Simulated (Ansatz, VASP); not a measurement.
## One calculation of B, two programs

```
B
1.0
     1.42607    0.82334    4.15762
    -1.42607    0.82334    4.15762
     0.00000   -1.64669    4.15762
B
4
Cartesian
  0.0000 0.0000 11.6453
  0.0000 0.0000 2.4720
  0.0000 0.0000 10.0009
  0.0000 0.0000 0.8275
```

Alike in both runs: functional PBE; k mesh 18 × 18 × 18; occupations gaussian, width 0.1 eV; no spin polarisation.

Ansatz relaxed the structure, and its values are those at the end. VASP's run is a single point on that final structure, the one shown.

```csv
,VASP,Ansatz
version,VASP 6.6.1,Ansatz 0.2.0
potentials or method,"VASP PAW PBE potentials, release 64 (B), cutoff 520 eV","scalar-relativistic, plane waves, PAW"
valence electrons in the cell,12,12
```

|  | VASP | Ansatz | Ansatz less VASP |
| --- | --- | --- | --- |
| gap on the k mesh at the Fermi level (eV) | none | none | - |
| pressure (GPa) | 0.0 | 0.0 | -0.03 |
| rms of the force components (eV/Å) | 0.009 | 0.000 | -0.0086 |

A gap of «none» marks a metal or a gap that the smearing closes. The functional is the same, so the differences come from potentials, cutoffs and numerics.
